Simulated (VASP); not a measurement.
KI: single point with PBEsol

The system is KI.

```
K I
1.0
     8.58239    0.00000    0.00000
     0.00000    4.29120    0.00000
     0.00000    0.00000    4.29120
K I
2 2
Direct
  0.00000 0.00000 0.00000
  0.50000 0.00000 0.00000
  0.25000 0.50000 0.50000
  0.75000 0.50000 0.50000
```

```yaml
Program: VASP 6.6.1
Task: single point
Functional: PBEsol
Potentials_or_basis: VASP PAW PBE potentials, release 64 (K_sv, I)
Cutoff: 500 eV
k_mesh: 2 × 4 × 4
Occupations: gaussian, width 0.01 eV
Spin: no spin polarisation
Dipole_correction: no
Further_INCAR_settings: ALGO = Normal; EDIFF = 1e-06; NBANDS = 24
```

* Pressure: -0.5 GPa
* Band gap on the k mesh: 3.18 eV

Levels at points of the mesh, in eV from the valence-band top:
```csv
k point,band 12,band 13,band 14,band 15,band 16,band 17,band 18,band 19,band 20,band 21
"(0.00, 0.00, 0.00)",-0.37,-0.37,-0.37,-0.29,-0.29,3.18,4.66,4.66,5.33,6.09
"(0.50, 0.00, 0.00)",-1.53,-0.33,-0.33,-0.33,-0.33,4.23,4.23,5.11,5.11,6.01
"(0.00, 0.50, 0.00)",-1.74,-1.74,-0.29,-0.29,0.00,3.81,5.33,5.60,6.09,6.75
"(0.50, 0.50, 0.00)",-2.06,-1.11,-1.11,-0.15,-0.15,4.86,4.86,5.65,5.65,7.20
"(0.00, 0.50, 0.50)",-1.74,-1.68,-1.68,-1.68,0.00,3.81,5.51,5.51,5.51,5.60
"(0.50, 0.50, 0.50)",-1.71,-1.71,-1.71,-0.97,-0.97,4.49,4.49,6.02,6.02,6.02
```

Run time: 28 s on 1 thread of Intel(R) Xeon(R) Platinum 8559C (Emerald Rapids), on a shared host, peak memory 0.25 GiB.

Caveat: the PAW data sets were made with another functional, which shifts forces and pressure a little; spin-orbit coupling is left out, which moves the levels of the heavy elements. A k mesh can miss the band edges.
